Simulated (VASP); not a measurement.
# MgS in VASP: settings compared, part 2 of 2

VASP 6.6.1.

### Step 3. Single point, PBE

This run uses another cell than the first one: it holds 4 atoms, not 2.

Input file INCAR:

```
ALGO = Normal ; EDIFF = 1E-6
ENCUT = 520 ; GGA = PE
ISIF = 2 ; ISMEAR = 0
LASPH = True ; LCHARG = False
LREAL = False ; LWAVE = False
NBANDS = 16 ; NELM = 100
PREC = Accurate ; SIGMA = 0.1
```

Input file KPOINTS:

```
k-points
0
Gamma
  4 4 4
```

Input file POSCAR:

```
MgS
1.0
    2.5472313212     -2.6211224601      0.6117331759
    2.5472313212      2.6211224601      0.6117331759
   -1.2097265828      0.0000000000      5.0728213243
Mg S
2 2
Direct
    0.8404573903      0.6595560271      0.7499884426
    0.3404439729      0.1595426097      0.2500115574
    0.3404655101      0.1595521734      0.7499929544
    0.8404478266      0.6595344899      0.2500070456
```

Potentials or basis: VASP PAW PBE potentials, release 64 (Mg, S).

On the command line:

```sh
$ cat potpaw_PBE.64/Mg/POTCAR potpaw_PBE.64/S/POTCAR > POTCAR
$ mpirun -np 1 vasp_std > vasp.out
```

OUTCAR:

```text
EDIFF = 1E-6
   ENCUT = 520
   GGA = PE
   ISIF = 2
   ISMEAR = 0
   LASPH = True
   LREAL = False
   NELM = 100
   PREC = Accurate

 ion  position               nearest neighbor table
   1  0.840  0.660  0.750-   4 2.61   4 2.61   3 2.62   3 2.62   3 2.62   3 2.62
   2  0.340  0.160  0.250-   3 2.61   3 2.61   4 2.62   4 2.62   4 2.62   4 2.62
   3  0.340  0.160  0.750-   2 2.61   2 2.61   1 2.62   1 2.62   1 2.62   1 2.62
   4  0.840  0.660  0.250-   1 2.61   1 2.61   2 2.62   2 2.62   2 2.62   2 2.62
[... 656 lines left out ...]
  Direction    XX          YY          ZZ          XY          YZ          ZX
  --------------------------------------------------------------------------------------
  -------------------------------------------------------------------------------------
  Total       -0.0985949     -0.1389962     -0.1383718      0.0000000      0.0000000     -0.0330643
  in kB       -2.2056861     -3.1095105     -3.0955425      0.0000000      0.0000000     -0.7396874
  external PRESSURE =      -2.8035797 kB  Pullay stress =       0.0000000 kB

 VOLUME and BASIS-vectors are now :
 -----------------------------------------------------------------------------
  energy-cutoff  :      520.00
  volume of cell :       71.62
      direct lattice vectors                 reciprocal lattice vectors
     2.547231321 -2.621122460  0.611733176     0.185658777 -0.190757970  0.044274447
     2.547231321  2.621122460  0.611733176     0.185658777  0.190757970  0.044274447
    -1.209726583  0.000000000  5.072821324    -0.044777305  0.000000000  0.186450822

 POSITION                                       TOTAL-FORCE (eV/Angst)
 -----------------------------------------------------------------------------------
      2.91360     -0.47416      4.72217        -0.000074     -0.000118      0.000320
      0.97114     -0.47416      1.57412         0.000074     -0.000118     -0.000320
      0.36637     -0.47420      4.11046        -0.000265      0.000118      0.000411
      3.51836     -0.47420      2.18583         0.000265      0.000118     -0.000411
 -----------------------------------------------------------------------------------
    total drift:                                0.000000      0.000170     -0.000000

  FREE ENERGIE OF THE ION-ELECTRON SYSTEM (eV)
  ---------------------------------------------------
  free  energy   TOTEN  =       -16.9750270691 eV

  energy  without entropy=      -16.9750270691  energy(sigma->0) =      -16.97502707
```

OSZICAR:

```text
N       E                     dE             d eps       ncg     rms          rms(c)
DAV:   1     0.560561975214E+02    0.56056E+02   -0.60140E+03   768   0.821E+02
DAV:   2    -0.133325794296E+02   -0.69389E+02   -0.64275E+02  1120   0.140E+02
DAV:   3    -0.177692634578E+02   -0.44367E+01   -0.44232E+01  1064   0.373E+01
DAV:   4    -0.178109750565E+02   -0.41712E-01   -0.41707E-01   912   0.456E+00
DAV:   5    -0.178116097094E+02   -0.63465E-03   -0.63465E-03  1024   0.557E-01    0.613E+00
DAV:   6    -0.170568984333E+02    0.75471E+00   -0.10339E+00   832   0.488E+00    0.460E+00
DAV:   7    -0.169752473276E+02    0.81651E-01   -0.35761E-01   928   0.290E+00    0.312E+00
DAV:   8    -0.169762043422E+02   -0.95701E-03   -0.34387E-02   832   0.117E+00    0.183E+00
DAV:   9    -0.169749768119E+02    0.12275E-02   -0.33636E-03   856   0.401E-01    0.273E-01
DAV:  10    -0.169750366785E+02   -0.59867E-04   -0.50915E-04   968   0.111E-01    0.405E-02
DAV:  11    -0.169750274207E+02    0.92578E-05   -0.43469E-05   864   0.344E-02    0.360E-02
DAV:  12    -0.169750270691E+02    0.35158E-06   -0.28208E-06   912   0.914E-03
   1 F= -.16975027E+02 E0= -.16975027E+02  d E =-.137089E-11
```

Run time: 22 s. Hardware: 1 thread of Intel Xeon Platinum 8488C (Sapphire Rapids), shared host; peak memory 0.18 GiB.

What came out:

| Property | Result |
| --- | --- |
| Free energy | -16.9750 eV |
| Pressure | -0.3 GPa |
| Band gap on the k mesh | 2.71 eV |

Stress tensor (GPa, compression positive):
```
-0.22  0.00 -0.07
 0.00 -0.31  0.00
-0.07  0.00 -0.31
```

Caveat: the k points lie up to 0.42 Å⁻¹ apart. A k mesh can miss the band edges.

### Step 4. Relaxation of cell and atoms, PBE

Input file INCAR:

```
SYSTEM = MgS
  ALGO = Normal
  EDIFF = 1E-6
  EDIFFG = -0.01
  ENCUT = 600
  GGA = PE
  IBRION = 2
  ISIF = 3
  ISMEAR = 0
  LASPH = .TRUE.
  LCHARG = .FALSE.
  LREAL = .FALSE.
  LWAVE = .FALSE.
  NELM = 100
  NSW = 100
  PREC = Accurate
  SIGMA = 0.02
```

Input file KPOINTS:

```
k-points
0
G
  8 8 8
  0 0 0
```

Input file POSCAR:

```
MgS
1.0
    0.0000000000      2.6161049445      2.6161049445
    2.6161049445      0.0000000000      2.6161049445
    2.6161049445      2.6161049445      0.0000000000
Mg S
1 1
Direct
    0.5000000000      0.5000000000      0.5000000000
    0.0000000000      0.0000000000      0.0000000000
```

On the command line:

```sh
$ cat potpaw_PBE.64/Mg/POTCAR potpaw_PBE.64/S/POTCAR > POTCAR
$ mpirun -np 1 vasp_std > vasp.out
```

It took 11 s on 1 thread of Intel Xeon Platinum 8488C (Sapphire Rapids), shared host; peak memory 0.17 GiB.

Results (log left out):

```
Free energy                            : -8.5034 eV
Relaxed volume                         : 17.80 Å³/atom
Relaxed cell                           : a = 3.692 Å, b = 3.692 Å, c = 3.692 Å, α = 60.00°, β = 60.00°, γ = 60.00°
Space group after relaxing (to 0.05 Å) : Fm-3m (No. 225)
Energy gained by relaxing              : 0.1 meV/atom
Ionic steps                            : 2
Pressure after relaxing                : 0.1 GPa
Band gap on the k mesh                 : 2.75 eV, indirect (least direct gap 3.63 eV)
```

The path:
| step | energy change (eV) | largest force (eV/Å) | pressure (GPa) | volume (Å³) |
| --- | --- | --- | --- | --- |
| 1 | 0.0000 | 0.0000 | -0.37 | 35.81 |
| 2 | -0.0002 | 0.0000 | 0.07 | 35.60 |

Final structure:
```yaml
crystal:
  lattice:
    - [0.00000, 2.61089, 2.61089]
    - [2.61089, 0.00000, 2.61089]
    - [2.61089, 2.61089, 0.00000]
  atoms:
    - { symbol: Mg, position: [0.50000, 0.50000, 0.50000] }
    - { symbol: S, position: [0.00000, 0.00000, 0.00000] }
```

Levels at points of the mesh, in eV from the valence-band top:
```csv
k point,band 2,band 3,band 4,band 5,band 6,band 7
"(0.00, 0.00, 0.00)",0.00,0.00,0.00,3.63,7.96,7.96
"(0.50, 0.00, 0.00)",-4.77,-0.58,-0.58,4.53,6.90,6.90
"(0.50, 0.50, 0.00)",-4.14,-1.66,-1.66,2.75,4.43,11.90
```

A k mesh can miss the band edges. As with any semilocal functional, this PBE gap is likely too small.

### Step 5. Overview

```csv
task,level,cell,k mesh,cutoff (eV),smearing,gap on the mesh (eV),pressure (GPa)
single point,r2SCAN,"a = 3.698 Å, angles 60.0°, 2 atoms",8 × 8 × 8,520,gaussian 0.02 eV,3.40,-1.7
single point,PBE,"a = 3.706, b = 3.706, c = 5.215 Å, angles 89.9, 89.9, 90.0°, 4 atoms",4 × 4 × 4,520,gaussian 0.1 eV,2.71,-0.3
relaxation of cell and atoms,PBE,"relaxed from a = 3.700 Å, angles 60.0°, 2 atoms",8 × 8 × 8,600,gaussian 0.02 eV,2.75,0.1
```

Alike in all rows: potentials or basis VASP PAW PBE potentials, release 64 (Mg, S); no spin polarisation.

Caveats: some runs use coarse meshes; the PAW data sets were made with another functional, which shifts forces and pressure a little (some runs).

Total energies depend on the potentials used, so only differences within one code and one set of settings carry meaning.
